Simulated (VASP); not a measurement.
Wanted: the native input for a VASP 6.6.1 run.

```
Task                   : single point
Functional             : PBEsol
Potentials or basis    : VASP PAW PBE potentials, release 64 (Cu)
Cutoff                 : 520 eV
k mesh                 : 12 × 12 × 1
Occupations            : gaussian, width 0.1 eV
Spin                   : no spin polarisation
Dipole correction      : yes
Further INCAR settings : ALGO = Normal; EDIFF = 1e-06; NBANDS = 30
```

The structure of Cu lies in POSCAR:

```
Cu
1.0
    2.5196845176      0.0000000000      0.0000000000
   -1.2598422588      2.1821108017      0.0000000000
    0.0000000000      0.0000000000     23.1719413808
Cu
4
Direct
    0.6666666667      0.3333333333      0.3668229546
    0.3333333333      0.6666666667      0.4556076515
    0.0000000000      0.0000000000      0.5432654053
    0.6666666667      0.3333333333      0.6308302427
```

The input as run:

INCAR

```
ALGO = Normal
DIPOL = 0.5 0.5 0.499
EDIFF = 1E-6
ENCUT = 520
GGA = PS
IDIPOL = 3
ISIF = 2
ISMEAR = 0
LASPH = True
LCHARG = False
LDIPOL = True
LREAL = False
LWAVE = False
NBANDS = 30
NELM = 60
PREC = Accurate
SIGMA = 0.1
```

KPOINTS

```
k-points
0
Gamma
  12 12 1
```

Potentials or basis: VASP PAW PBE potentials, release 64 (Cu).

Launch:

```sh
$ cat potpaw_PBE.64/Cu/POTCAR > POTCAR
$ mpirun -np 1 vasp_std > vasp.out
```

It gave:

```json
{"Largest force": "0.117 eV/Å", "Band gap on the k mesh": "zero (band 22 reaches 3.48 eV, above the bottom of band 23 at -1.89 eV)"}
```

Caveat: the PAW data sets were made with another functional, which shifts forces and pressure a little.

It took 2.2 min on 1 thread of AMD EPYC 9R45 (Zen 5), with other jobs on the host, peak memory 0.24 GiB.
